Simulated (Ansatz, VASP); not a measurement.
MgI2 in VASP and in Ansatz

INCAR

```
SYSTEM = MgI2
ALGO = Normal
EDIFF = 1E-6
ENCUT = 520
GGA = CA
ISIF = 2
ISMEAR = 0
LASPH = .TRUE.
LCHARG = .FALSE.
LREAL = .FALSE.
LWAVE = .FALSE.
NBANDS = 15
NELM = 100
PREC = Accurate
SIGMA = 0.05
```

KPOINTS

```
k-points
0
G
  6 6 4
  0 0 0
```

File POSCAR:

```
MgI2
1.0
    4.0036596225      0.0000000000      0.0000000000
   -2.0018298112      3.4672709412      0.0000000000
    0.0000000000      0.0000000000      6.5674753639
Mg I
1 2
Direct
    0.0000000000      0.0000000000      0.0000000000
    0.3333333333      0.6666666667      0.7523486881
    0.6666666667      0.3333333333      0.2476513119
```

Input for Ansatz:

```yaml
crystal:
  lattice:
    - [4.0036596225, 0.0, 0.0]
    - [-2.0018298112, 3.4672709412, 0.0]
    - [0.0, 0.0, 6.5674753639]
  atoms:
    - { symbol: Mg, position: [0.0, 0.0, 0.0] }
    - { symbol: I, position: [0.3333333333, 0.6666666667, 0.7523486881] }
    - { symbol: I, position: [0.6666666667, 0.3333333333, 0.2476513119] }
basis:
  ecutwfc: 520.0
kpoints:
  mp_grid: { grid: [6, 6, 4] }
hamiltonian:
  xc: lda
scf:
  occupations: { method: gaussian, width: 0.05 }
output:
  forces: true
  stress: true
  eigenvalues: true
```

Alike in both runs: task single point; functional LDA; k mesh 6 × 6 × 4; occupations gaussian, width 0.05 eV; no spin polarisation.

|  | VASP | Ansatz |
| --- | --- | --- |
| version | VASP 6.6.1 | Ansatz 0.2.0 |
| potentials or method | VASP PAW LDA potentials, release 64 (Mg, I), cutoff 520 eV | scalar-relativistic, plane waves, PAW |
| valence electrons in the cell | 16 | 44 |

```tsv
	VASP	Ansatz	Ansatz less VASP
gap on the k mesh at the Fermi level (eV)	3.33	3.35	+0.021
least direct gap on the mesh (eV)	3.84	3.83	-0.012
pressure (GPa)	2.1	2.2	+0.10
rms of the force components (eV/Å)	0.132	0.135	+0.0033
```

LDA's correlation is that of Perdew and Zunger in VASP and of Perdew and Wang (1992) in Ansatz. Atom by atom the forces differ by 0.003 eV/Å (rms over components). VASP's potentials hold 16 valence electrons a cell and Ansatz's 44, so a difference there can come from the potentials and not from the codes.

Neither program's run includes spin-orbit coupling.
